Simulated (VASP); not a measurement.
# SiO2 (P6_3/mmc) in VASP: further runs

Runs on SiO2. Level: PBE. Tasks: relaxation of shape and atoms at fixed volume, single point.

All numbers are computed with VASP 6.6.1; they aren't measurements. Logs are shortened: lines on timing, memory, paths and dates and some standing lists are left out, and cuts for length are marked.

### Step 1. The cell of the first run

It takes space group P6_3/mmc (No. 194, hexagonal). Conventional cell: a = 5.168 Å, b = 5.168 Å, c = 8.436 Å, α = 90.00°, β = 90.00°, γ = 120.00°. Within 2.1 Å of Si (site symmetry 3m) lie 4 O at 1.58 Å. O (site symmetry -6m2) has 2 Si at 1.58 Å within 2.1 Å. Within 2.1 Å of O (site symmetry 2/m) lie 2 Si at 1.58 Å.

### Step 2. Relaxation of shape and atoms at fixed volume, PBE (16.26 Å³/atom)

The input, INCAR:

```
SYSTEM = SiO2
ALGO = Normal
EDIFF = 1E-6
EDIFFG = -0.01
ENCUT = 600
GGA = PE
IBRION = 2
ISIF = 4
ISMEAR = 0
LASPH = .TRUE.
LCHARG = .FALSE.
LREAL = .FALSE.
LWAVE = .FALSE.
NELM = 60
NSW = 50
PREC = Accurate
SIGMA = 0.02
```

The input, KPOINTS:

```
k-points
0
G
  6 6 4
  0 0 0
```

The input, POSCAR:

```
SiO2
1.0
    5.1683287353      0.0000000000      0.0000000000
   -2.5841643676      4.4759039799      0.0000000000
    0.0000000000      0.0000000000      8.4359235177
Si O
4 8
Direct
    0.3333333333      0.6666666667      0.0624424152
    0.6666666667      0.3333333333      0.5624424152
    0.3333333333      0.6666666667      0.4375575848
    0.6666666667      0.3333333333      0.9375575848
    0.3333333333      0.6666666667      0.2500000000
    0.6666666667      0.3333333333      0.7500000000
    0.5000000000      0.0000000000      0.0000000000
    0.5000000000      0.5000000000      0.5000000000
    0.0000000000      0.5000000000      0.0000000000
    0.5000000000      0.0000000000      0.5000000000
    0.5000000000      0.5000000000      0.0000000000
    0.0000000000      0.5000000000      0.5000000000
```

Potentials or basis: VASP PAW PBE potentials, release 64 (Si, O).

The run is started by

```console
cat potpaw_PBE.64/Si/POTCAR potpaw_PBE.64/O/POTCAR > POTCAR
mpirun -np 1 vasp_std > vasp.out
```

OUTCAR:

```text
SYSTEM = SiO2
   EDIFF = 1E-6
   EDIFFG = -0.01
   ENCUT = 600
   GGA = PE
   IBRION = 2
   ISIF = 4
   ISMEAR = 0
   LASPH = .TRUE.
   LREAL = .FALSE.
   NELM = 60
   NSW = 50
   PREC = Accurate

 ion  position               nearest neighbor table
   1  0.333  0.667  0.062-   5 1.58   7 1.58   9 1.58  11 1.58
   2  0.667  0.333  0.562-   6 1.58  10 1.58  12 1.58   8 1.58
   3  0.333  0.667  0.438-   5 1.58  10 1.58  12 1.58   8 1.58
   4  0.667  0.333  0.938-   6 1.58   7 1.58   9 1.58  11 1.58
   5  0.333  0.667  0.250-   1 1.58   3 1.58
   6  0.667  0.333  0.750-   2 1.58   4 1.58
   7  0.500  0.000  0.000-   1 1.58   4 1.58
   8  0.500  0.500  0.500-   2 1.58   3 1.58
   9  0.000  0.500  0.000-   1 1.58   4 1.58
  10  0.500  0.000  0.500-   2 1.58   3 1.58
  11  0.500  0.500  0.000-   1 1.58   4 1.58
  12  0.000  0.500  0.500-   2 1.58   3 1.58

  LATTYP: Found a hexagonal cell.
 ALAT       =     5.1683287353
 C/A-ratio  =     1.6322343159

  Lattice vectors:

 A1 = (   5.1683287353,   0.0000000000,   0.0000000000)
 A2 = (  -2.5841643676,   4.4759039799,   0.0000000000)
 A3 = (   0.0000000000,   0.0000000000,   8.4359235177)

Analysis of symmetry for initial positions (statically):
=====================================================================
 Subroutine PRICEL returns:
 Original cell was already a primitive cell.

 Routine SETGRP: Setting up the symmetry group for a
 hexagonal supercell.

 Subroutine GETGRP returns: Found 24 space group operations
 (whereof 12 operations were pure point group operations)
 out of a pool of 24 trial point group operations.

The static configuration has the point symmetry D_3d.
 The point group associated with its full space group is D_6h.

Analysis of symmetry for dynamics (positions and initial velocities):
=====================================================================
 Subroutine PRICEL returns:
 Original cell was already a primitive cell.

 Routine SETGRP: Setting up the symmetry group for a
 hexagonal supercell.

 Subroutine GETGRP returns: Found 24 space group operations
 (whereof 12 operations were pure point group operations)
 out of a pool of 24 trial point group operations.

The dynamic configuration has the point symmetry D_3d.
 The point group associated with its full space group is D_6h.

 Subroutine INISYM returns: Found 24 space group operations
[... 123 lines left out ...]
   PSTRESS=    0.0 pullay stress
   NELECT =      64.0000    total number of electrons
   NUPDOWN=      -1.0000    fix difference up-down
   EMIN   =  10.00;   EMAX   =-10.00  energy-range for DOS
   EFERMI =   0.00;   METHOD = LEGACY
   ISMEAR =     0;   SIGMA  =   0.02  broadening in eV -4-tet -1-fermi 0-gaus
   EFERMI_NEDOS =   21; number of points for ismear=-14 and -15
   IALGO  =     38    algorithm
   IMIX   =      4    mixing-type and parameters
     AMIX     =   0.40;   BMIX     =  1.00
     AMIX_MAG =   1.60;   BMIX_MAG =  1.00
  volume/ion in A,a.u.               =      16.26       109.74
  Fermi-wavevector in a.u.,A,eV,Ry     =   1.128965  2.133434 17.341455  1.274561
  Thomas-Fermi vector in A             =   2.265656
   LORBIT       =      0    0 simple, 1 ext, 2 COOP (PROOUT), +10 PAW based schemes
   GGA     = PE    functional components
   LHFCALC =     F    Hartree Fock is set to
   AEXX    =    0.0000 exact exchange contribution
   IVDW    =     0    specifies the selected vdW correction
   LEPSILON=     F    determine dielectric tensor
   LRPA    =     F    only Hartree local field effects (RPA)
 conjugate gradient relaxation of ions
 non-spin polarized calculation
 Gauss-broadening in eV      SIGMA  =   0.02
  energy-cutoff  :      600.00
  volume of cell :      195.15
 maximum number of plane-waves:      6564
 NGX is ok and might be reduce to    42
   NGX = 21   NGY = 21   NGZ = 33

 number of electron      63.9999998 magnetization

 Free energy of the ion-electron system (eV)
  ---------------------------------------------------
  ext. energy  EPLUGINS =         0.00000000
  ---------------------------------------------------
  free energy    TOTEN  =       -94.49014756 eV

  energy without entropy =      -94.49014756  energy(sigma->0) =      -94.49014756

 E-fermi :  -0.4434     XC(G=0):  -7.6251

 val. band max:       -0.6018618652   @ k =   0.0000   0.0000   0.0000
 cond. band min:       4.9640538580   @ k =   0.0000   0.0000   0.0000
 fundamental gap:      5.5659157232
 Fermi energy:        -0.4433787650

 k-point     1 :       0.0000    0.0000    0.0000
  band No.  band energies     occupation
      1     -20.2639      2.00000
      2     -19.8354      2.00000
      3     -18.8299      2.00000
      4     -18.1416      2.00000
      5     -18.1416      2.00000
      6     -18.1286      2.00000
[... 871 lines left out ...]
     38       8.5087      0.00000
     39       9.5027      0.00000

------------------------ aborting loop because EDIFF is reached ----------------------------------------

  FORCE on cell =-STRESS in cart. coord.  units (eV):
  Direction    XX          YY          ZZ          XY          YZ          ZX
  --------------------------------------------------------------------------------------
  -------------------------------------------------------------------------------------
  Total       12.1847820     12.1847820     12.1396409      0.0000000     -0.0000000      0.0000000
  in kB      100.0379587    100.0379587     99.6673470      0.0000000     -0.0000000      0.0000000
  external PRESSURE =      99.9144214 kB  Pullay stress =       0.0000000 kB

 VOLUME and BASIS-vectors are now :
 -----------------------------------------------------------------------------
  energy-cutoff  :      600.00
  volume of cell :      195.15
      direct lattice vectors                 reciprocal lattice vectors
     5.168328735  0.000000000  0.000000000     0.193486144  0.111709278  0.000000000
    -2.584164368  4.475903980  0.000000000     0.000000000  0.223418555  0.000000000
     0.000000000  0.000000000  8.435923518     0.000000000  0.000000000  0.118540667

 POSITION                                       TOTAL-FORCE (eV/Angst)
 -----------------------------------------------------------------------------------
     -0.00000      2.98394      0.52676         0.000000     -0.000000     -0.001517
      2.58416      1.49197      4.74472        -0.000000     -0.000000     -0.001517
     -0.00000      2.98394      3.69120         0.000000     -0.000000      0.001517
      2.58416      1.49197      7.90916        -0.000000      0.000000      0.001517
     -0.00000      2.98394      2.10898        -0.000000      0.000000      0.000000
      2.58416      1.49197      6.32694         0.000000      0.000000      0.000000
      2.58416      0.00000      0.00000         0.000000      0.000000      0.000000
      1.29208      2.23795      4.21796         0.000000      0.000000      0.000000
     -1.29208      2.23795      0.00000         0.000000      0.000000      0.000000
      2.58416      0.00000      4.21796         0.000000      0.000000      0.000000
      1.29208      2.23795      0.00000         0.000000      0.000000      0.000000
     -1.29208      2.23795      4.21796         0.000000      0.000000      0.000000
 -----------------------------------------------------------------------------------
    total drift:                               -0.000000      0.000000      0.000000

  FREE ENERGIE OF THE ION-ELECTRON SYSTEM (eV)
  ---------------------------------------------------
  free  energy   TOTEN  =       -94.4901475562 eV

  energy  without entropy=      -94.4901475562  energy(sigma->0) =      -94.49014756

 reached required accuracy - stopping structural energy minimisation
```

CONTCAR:

```text
SiO2
   1.00000000000000
     5.1683287353000003    0.0000000000000000    0.0000000000000000
    -2.5841643676000001    4.4759039799000000    0.0000000000000000
     0.0000000000000000    0.0000000000000000    8.4359235176999992
  Si              O
     4     8
Direct
     0.3333333332999970    0.6666666667000030    0.0624424152000032
     0.6666666667000030    0.3333333332999970    0.5624424152000032
     0.3333333332999970    0.6666666667000030    0.4375575847999968
     0.6666666667000030    0.3333333332999970    0.9375575847999968
     0.3333333332999970    0.6666666667000030    0.2500000000000000
     0.6666666667000030    0.3333333332999970    0.7500000000000000
     0.5000000000000000    0.0000000000000000    0.0000000000000000
     0.5000000000000000    0.5000000000000000    0.5000000000000000
     0.0000000000000000    0.5000000000000000    0.0000000000000000
     0.5000000000000000    0.0000000000000000    0.5000000000000000
     0.5000000000000000    0.5000000000000000    0.0000000000000000
     0.0000000000000000    0.5000000000000000    0.5000000000000000

  0.00000000E+00  0.00000000E+00  0.00000000E+00
  0.00000000E+00  0.00000000E+00  0.00000000E+00
  0.00000000E+00  0.00000000E+00  0.00000000E+00
  0.00000000E+00  0.00000000E+00  0.00000000E+00
  0.00000000E+00  0.00000000E+00  0.00000000E+00
  0.00000000E+00  0.00000000E+00  0.00000000E+00
  0.00000000E+00  0.00000000E+00  0.00000000E+00
  0.00000000E+00  0.00000000E+00  0.00000000E+00
  0.00000000E+00  0.00000000E+00  0.00000000E+00
  0.00000000E+00  0.00000000E+00  0.00000000E+00
  0.00000000E+00  0.00000000E+00  0.00000000E+00
  0.00000000E+00  0.00000000E+00  0.00000000E+00
```

It took 1.7 min on 1 thread of Intel Xeon 6975P-C (Granite Rapids), shared host; peak memory 0.41 GiB.

What came out:

- Free energy: -94.4901 eV
- Pressure after relaxing: 10.0 GPa
- Band gap on the k mesh: 5.57 eV

Final structure:
```
CELL_PARAMETERS angstrom
5.16833 0.00000 0.00000
-2.58416 4.47590 0.00000
0.00000 0.00000 8.43592
ATOMIC_POSITIONS crystal
Si 0.33333 0.66667 0.06244
Si 0.66667 0.33333 0.56244
Si 0.33333 0.66667 0.43756
Si 0.66667 0.33333 0.93756
O 0.33333 0.66667 0.25000
O 0.66667 0.33333 0.75000
O 0.50000 0.00000 0.00000
O 0.50000 0.50000 0.50000
O 0.00000 0.50000 0.00000
O 0.50000 0.00000 0.50000
O 0.50000 0.50000 0.00000
O 0.00000 0.50000 0.50000
```

Levels at points of the mesh, in eV from the valence-band top:
```tsv
k point	band 30	band 31	band 32	band 33	band 34	band 35
(0.00, 0.00, 0.00)	-0.02	-0.01	0.00	5.57	8.01	8.15
(0.50, 0.00, 0.00)	-0.91	-0.70	-0.01	7.85	7.93	8.61
(0.00, 0.00, 0.50)	-0.50	0.00	0.00	6.34	6.34	8.82
(0.50, 0.00, 0.50)	-0.87	-0.37	-0.37	8.14	8.14	8.40
```

Caveat: the relaxation stopped at its first step, so nothing moved. A k mesh can miss the band edges.

(Continued in part 2 of 2.)
